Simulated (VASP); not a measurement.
Runs of VASP 6.6.1 on BP. The structure is that of space group F-43m (No. 216), or close to it. The cells are those of the table. 

```tsv
task	cell	k mesh	cutoff (eV)	smearing	gap on the mesh (eV)	pressure (GPa)	relaxed volume (Å³/atom)
relaxation of cell and atoms	relaxed from a = 3.546 Å, angles 60.0°, 2 atoms	8 × 8 × 8	600	gaussian 0.1 eV	1.28	0.0	11.75
relaxation of cell and atoms	relaxed from a = 3.219 Å, angles 60.0°, 2 atoms	10 × 10 × 10	500	gaussian 0.02 eV	1.25	0.0	11.75
single point	a = 3.216 Å, angles 60.0°, 2 atoms	10 × 10 × 10	500	gaussian 0.02 eV	1.25	-0.2	-
single point	a = 3.219 Å, angles 60.0°, 2 atoms	8 × 8 × 8	520	gaussian 0.1 eV	1.28	(a)	-
single point	a = 3.546 Å, angles 60.0°, 2 atoms	6 × 6 × 6	500	gaussian 0.1 eV	1.65	-26.6	-
```

Alike in all rows: level PBE; potentials or basis VASP PAW PBE potentials, release 64 (B, P); no spin polarisation.

Estimate the missing entries.

(a) -0.6.

Caveats: the volume moved by over 15 % at a fixed basis, so the end points are rough (some runs).

A k mesh can miss the band edges.
